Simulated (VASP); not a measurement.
# BeS (F-43m) in VASP: notebook, part 2 of 2

VASP 6.6.1. Earlier steps stand in the parts before.

**3. Relaxation of cell and atoms, r2SCAN**

This run uses another cell than the first one, of 14.26 Å³/atom.

POSCAR

```
BeS
1.0
    2.4250000000      2.4250000000      0.0000000000
   -2.4250000000      2.4250000000      0.0000000000
    0.0000000000      2.4250000000      2.4250000000
Be S
1 1
Direct
    0.0000000000      0.0000000000      0.0000000000
    0.7500000000      0.2500000000      0.5000000000
```

INCAR.step1

```
ALGO = Normal
EDIFF = 1E-4
ENCUT = 600
GGA = PE
ISMEAR = -1
LASPH = T
LCHARG = F
LREAL = F
LWAVE = T
NELM = 100
PREC = Accurate
SIGMA = 0.1
```

INCAR.step2

```
ALGO = Normal
EDIFF = 1E-7
EDIFFG = -0.002
ENCUT = 600
IBRION = 2
ISIF = 3
ISMEAR = -1
ISTART = 1
LASPH = T
LCHARG = F
LMIXTAU = T
LREAL = F
LWAVE = F
METAGGA = R2SCAN
NELM = 100
NSW = 100
PREC = Accurate
SIGMA = 0.1
```

KPOINTS

```
k-points
0
Gamma
  12 12 12
```

Potentials or basis: VASP PAW PBE potentials, release 64 (Be, S).

Launch:

```console
> cat potpaw_PBE.64/Be/POTCAR potpaw_PBE.64/S/POTCAR > POTCAR
> cp INCAR.step1 INCAR
> mpirun -np 1 vasp_std > vasp.out
> cp INCAR.step2 INCAR
> mpirun -np 1 vasp_std > vasp.out
```

OUTCAR:

```text
EDIFF = 1E-7
   EDIFFG = -0.002
   ENCUT = 600
   IBRION = 2
   ISIF = 3
   ISMEAR = -1
   ISTART = 1
   LASPH = T
   LREAL = F
   METAGGA = R2SCAN
   NELM = 100
   NSW = 100
   PREC = Accurate

 ion  position               nearest neighbor table
   1  0.000  0.000  0.000-   2 2.10   2 2.10   2 2.10   2 2.10
   2  0.750  0.250  0.500-   1 2.10   1 2.10   1 2.10   1 2.10

  LATTYP: Found a face centered cubic cell.
 ALAT       =     4.8500000000

  Lattice vectors:

 A1 = (   0.0000000000,   2.4250000000,   2.4250000000)
 A2 = (   2.4250000000,   0.0000000000,   2.4250000000)
 A3 = (   2.4250000000,   2.4250000000,   0.0000000000)

Analysis of symmetry for initial positions (statically):
=====================================================================
 Subroutine PRICEL returns:
 Original cell was already a primitive cell.

 Routine SETGRP: Setting up the symmetry group for a
 face centered cubic supercell.

 Subroutine GETGRP returns: Found 24 space group operations
 (whereof 24 operations were pure point group operations)
 out of a pool of 48 trial point group operations.

The static configuration has the point symmetry T_d .

Analysis of symmetry for dynamics (positions and initial velocities):
=====================================================================
 Subroutine PRICEL returns:
[... 227 lines left out ...]
--------------------------------------- Ionic step        3  -------------------------------------------

 number of electron       7.9999999 magnetization

 Free energy of the ion-electron system (eV)
  ---------------------------------------------------
  ext. energy  EPLUGINS =         0.00000000
  ---------------------------------------------------
  free energy    TOTEN  =       -14.78707350 eV

  energy without entropy =      -14.78707350  energy(sigma->0) =      -14.78707350

 E-fermi :   5.6941     XC(G=0): -10.1209

 val. band max:        3.8180763698   @ k =   0.0000   0.0000   0.0000
 cond. band min:       7.4231128814   @ k =   0.5000   0.5000   0.0000
 fundamental gap:      3.6050365117
 Fermi energy:         5.6940941323

 k-point     1 :       0.0000    0.0000    0.0000
  band No.  band energies     occupation
      1     -10.3787      2.00000
      2       3.8181      2.00000
      3       3.8181      2.00000
      4       3.8181      2.00000
      5      10.0837      0.00000
      6      10.0837      0.00000
      7      10.0837      0.00000
      8      10.3765      0.00000
[... 243 lines left out ...]
 k-point    24 :      -0.4167    0.1667    0.0000
  band No.  band energies     occupation
      1      -8.9173      2.00000
      2      -0.9386      2.00000
      3       1.9957      2.00000
      4       2.2318      2.00000
      5       9.6579      0.00000
      6      11.9308      0.00000
      7      12.5484      0.00000
      8      12.9941      0.00000

 [... further k-points ...]

------------------------ aborting loop because EDIFF is reached ----------------------------------------

  FORCE on cell =-STRESS in cart. coord.  units (eV):
  Direction    XX          YY          ZZ          XY          YZ          ZX
  --------------------------------------------------------------------------------------
  -------------------------------------------------------------------------------------
  Total        0.0016488      0.0016488      0.0016488      0.0000000      0.0000000      0.0000000
  in kB        0.0912946      0.0912946      0.0912946      0.0000000      0.0000000      0.0000000
  external PRESSURE =       0.0912946 kB  Pullay stress =       0.0000000 kB
[... 17 lines left out ...]
  FREE ENERGIE OF THE ION-ELECTRON SYSTEM (eV)
  ---------------------------------------------------
  free  energy   TOTEN  =       -14.7870735038 eV

  energy  without entropy=      -14.7870735032  energy(sigma->0) =      -14.78707350

 reached required accuracy - stopping structural energy minimisation
```

OUTCAR.step1:

```text
EDIFF = 1E-4
   ENCUT = 600
   GGA = PE
   ISMEAR = -1
   LASPH = T
   LREAL = F
[... 482 lines left out ...]
 -----------------------------------------------------------------------------------
      0.00000      0.00000      0.00000         0.000000     -0.000000      0.000000
      1.21250      3.63750      1.21250        -0.000000      0.000000     -0.000000
 -----------------------------------------------------------------------------------
    total drift:                                0.000000      0.000000      0.000000

  FREE ENERGIE OF THE ION-ELECTRON SYSTEM (eV)
  ---------------------------------------------------
  free  energy   TOTEN  =       -10.0114037843 eV

  energy  without entropy=      -10.0114037775  energy(sigma->0) =      -10.01140378
```

Wall time 5.1 min (1 thread of Intel Xeon Platinum 8375C at 2.90GHz (Ice Lake), shared host); peak memory 0.16 GiB.

What came out:

```
Free energy                           : -14.7871 eV
Relaxed volume                        : 14.47 Å³/atom
Relaxed cell                          : a = 3.446 Å, b = 3.446 Å, c = 3.446 Å, α = 60.00°, β = 60.00°, γ = 90.00°
Space group after relaxing (to 0.1 Å) : F-43m (No. 216)
Energy gained by relaxing             : 0.9 meV/atom
Ionic steps                           : 3
Pressure after relaxing               : 0.0 GPa
Band gap on the k mesh                : 3.60 eV (least direct gap 6.27 eV)
```

The path:
```
step  energy change (eV)  largest force (eV/Å)  pressure (GPa)  volume (Å³)
   1              0.0000                0.0000            1.45        28.52
   2             -0.0017                0.0000           -0.40        29.06
   3             -0.0018                0.0000            0.01        28.94
```

Final structure:
```xyz
2
Lattice="2.4367 2.4367 0.0000 -2.4367 2.4367 0.0000 0.0000 2.4367 2.4367" Properties=species:S:1:pos:R:3 pbc="T T T"
Be    0.0000    0.0000    0.0000
S     1.2183    3.6550    1.2183
```

Caveat: the PAW data sets were made with another functional, which shifts forces and pressure a little. Zero-point motion and thermal expansion aren't in these numbers.

**4. Single point, r2SCAN**

POSCAR

```
BeS
1.0
    2.4342244985      2.4342244985      0.0000000000
   -2.4342244985      2.4342244985      0.0000000000
    0.0000000000      2.4342244985      2.4342244985
Be S
1 1
Direct
    0.0000000000      0.0000000000      0.0000000000
    0.7500000000      0.2500000000      0.5000000000
```

INCAR.step1

```
ALGO     = Normal         # electronic algorithm
EDIFF    = 1E-4           # SCF threshold, eV
ENCUT    = 520            # plane-wave cutoff, eV
GGA      = PE             # functional
ISMEAR   = 0              # smearing method
LASPH    = True           # aspherical terms in the spheres
LCHARG   = False          # write CHGCAR
LREAL    = False          # projectors in reciprocal space
LWAVE    = True           # write WAVECAR
NBANDS   = 11             # bands
NELM     = 60             # most SCF steps
PREC     = Accurate       # precision mode
SIGMA    = 0.01           # smearing width, eV
```

INCAR.step2

```
ALGO     = Normal         # electronic algorithm
EDIFF    = 1E-7           # SCF threshold, eV
ENCUT    = 520            # plane-wave cutoff, eV
ISIF     = 2              # what is computed and relaxed
ISMEAR   = 0              # smearing method
ISTART   = 1            
LASPH    = True           # aspherical terms in the spheres
LCHARG   = True           # write CHGCAR
LELF     = True           # ELF
LMIXTAU  = True         
LREAL    = False          # projectors in reciprocal space
LVHAR    = True         
LWAVE    = False          # write WAVECAR
METAGGA  = R2SCAN         # meta-GGA
NBANDS   = 11             # bands
NELM     = 60             # most SCF steps
PREC     = Accurate       # precision mode
SIGMA    = 0.01           # smearing width, eV
```

KPOINTS

```
k-points
0
Gamma
  8 8 8
```

Launch:

```console
> cat potpaw_PBE.64/Be/POTCAR potpaw_PBE.64/S/POTCAR > POTCAR
> cp INCAR.step1 INCAR
> mpirun -np 1 vasp_std > vasp.out
> cp INCAR.step2 INCAR
> mpirun -np 1 vasp_std > vasp.out
```

It took 48 s on 1 thread of Intel Xeon 8259CL, shared host; peak memory 0.16 GiB.

It converged, with:

```
Free energy            : -14.7865 eV
Pressure               : 0.3 GPa
Band gap on the k mesh : 3.60 eV (least direct gap 6.26 eV)
```

Levels at points of the mesh, in eV from the valence-band top:
```
           k point  band 1  band 2  band 3  band 4  band 5  band 6  band 7  band 8
(0.00, 0.00, 0.00)  -14.22    0.00    0.00    0.00    6.26    6.26    6.26    6.59
(0.50, 0.00, 0.00)  -12.57   -5.88   -1.04   -1.04    6.06    7.14    7.14   12.00
(0.50, 0.50, 0.00)  -12.01   -5.13   -2.67   -2.67    3.60    5.39   13.77   13.77
```

Caveat: the PAW data sets were made with another functional, which shifts forces and pressure a little.

**5. Summary**

```csv
task,cell,k mesh,cutoff (eV),smearing,gap on the mesh (eV),pressure (GPa)
single point,"a = 3.443 Å, angles 60.0, 60.0, 90.0°, 2 atoms",12 × 12 × 12,520,fermi-dirac 0.1 eV,3.60,0.3
relaxation of cell and atoms,"relaxed from a = 3.429 Å, angles 60.0, 60.0, 90.0°, 2 atoms",12 × 12 × 12,600,fermi-dirac 0.1 eV,3.60,0.0
single point,"a = 3.443 Å, angles 60.0, 60.0, 90.0°, 2 atoms",8 × 8 × 8,520,gaussian 0.01 eV,3.60,0.3
```

Alike in all rows: level r2SCAN; potentials or basis VASP PAW PBE potentials, release 64 (Be, S); no spin polarisation.

Caveats: the PAW data sets were made with another functional, which shifts forces and pressure a little.

Absolute energies hang on the potentials; compare differences alone.
